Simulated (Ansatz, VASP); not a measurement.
**InSb2As3 in VASP and in Ansatz**

```
CELL_PARAMETERS angstrom
2.83735 1.63814 5.60597
-2.83735 1.63814 5.60597
0.00000 -3.27629 5.60597
ATOMIC_POSITIONS crystal
In 0.00000 0.00000 0.00000
Sb 0.58634 0.58634 0.58634
Sb 0.41366 0.41366 0.41366
As 0.00000 0.50000 0.00000
As 0.50000 0.00000 0.00000
As 0.00000 0.00000 0.50000
```

Change from the starting cell: species swapped into the Lu2Al3Fe type (R-3m, No. 166).

Alike in both runs: functional PBE; k mesh 6 × 6 × 6; occupations gaussian, width 0.1 eV; no spin polarisation.

Ansatz relaxed the structure, and its values are those at the end. VASP's run is a single point on that final structure, the one shown.

|  | VASP | Ansatz |
| --- | --- | --- |
| version | VASP 6.6.1 | Ansatz 0.2.0 |
| potentials or method | VASP PAW PBE potentials, release 64 (In_d, Sb, As), cutoff 520 eV | scalar-relativistic, plane waves, PAW |
| valence electrons in the cell | 38 | 88 |

|  | VASP | Ansatz | Ansatz less VASP |
| --- | --- | --- | --- |
| gap on the k mesh at the Fermi level (eV) | none | none | - |
| pressure (GPa) | 0.0 | 0.0 | +0.01 |
| rms of the force components (eV/Å) | 0.005 | 0.002 | -0.0028 |

A gap of «none» marks a metal or a gap that the smearing closes. VASP's potentials hold 38 valence electrons a cell and Ansatz's 88, so a difference there can come from the potentials and not from the codes.

Neither program's run includes spin-orbit coupling.
